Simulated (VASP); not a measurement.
Input of a VASP 6.6.1 run:

POSCAR

```
Ir
1.0
    0.0000000000      1.9156000000      1.9156000000
    1.9156000000      0.0000000000      1.9156000000
    1.9156000000      1.9156000000      0.0000000000
Ir
1
Direct
    0.0000000000      0.0000000000      0.0000000000
```

File INCAR.step1:

```
SYSTEM = Ir
PREC = Accurate
ENCUT = 520
ISMEAR = 1
SIGMA = 0.15
LREAL = .False.
LASPH = .True.
NELM = 60
NBANDS = 10
GGA = PE
ALGO = Normal
EDIFF = 1E-4
LWAVE = .True.
LCHARG = .False.
```

File INCAR.step2:

```
SYSTEM = Ir
PREC = Accurate
ENCUT = 520
EDIFF = 1E-6
ISMEAR = 1
SIGMA = 0.15
LREAL = .False.
LASPH = .True.
NELM = 60
ALGO = Normal
ISIF = 2
LWAVE = .False.
LCHARG = .False.
METAGGA = R2SCAN
LMIXTAU = .True.
NBANDS = 10
ISTART = 1
```

Contents of KPOINTS:

```
Automatic mesh
0
Gamma
  13 13 13
  0 0 0
```

Potentials or basis: VASP PAW PBE potentials, release 64 (Ir).

The run is started by

```console
$ cat potpaw_PBE.64/Ir/POTCAR > POTCAR
$ cp INCAR.step1 INCAR
$ mpirun -np 1 vasp_std > vasp.out
$ cp INCAR.step2 INCAR
$ mpirun -np 1 vasp_std > vasp.out
```

**Question.** What does it give for the pressure?

**Answer.** 6.8 GPa.

Caveat: the PAW data sets were made with another functional, which shifts forces and pressure a little.
